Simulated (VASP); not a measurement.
Runs of VASP 6.6.1 on O. The structure is that of space group Fd-3m (No. 227), or close to it. The cells are those of the table. 

```csv
task,cell,cutoff (eV),k mesh for the DOS,occupations for the DOS,gap on the mesh (eV),pressure (GPa)
single point,"a = 3.068 Å, angles 60.0°, 2 atoms",520,-,-,none,(a)
relaxation of cell and atoms,"relaxed from a = 3.388 Å, angles 60.0°, 2 atoms",600,-,-,none,0.0
single point,"a = 2.588 Å, angles 60.0°, 2 atoms",520,-,-,none,195.0
single point,"a = 2.895 Å, angles 60.0°, 2 atoms",520,-,-,none,33.8
```

Alike in all rows: level PBEsol; potentials or basis VASP PAW PBE potentials, release 64 (O); no spin polarisation; k mesh 14 × 14 × 14; smearing fermi-dirac 0.08 eV.

Problem. Estimate the missing entries.

Solution. (a) -0.1.

Caveats: the PAW data sets were made with another functional, which shifts forces and pressure a little.

A gap of «none» marks levels without a gap at the run's occupations.
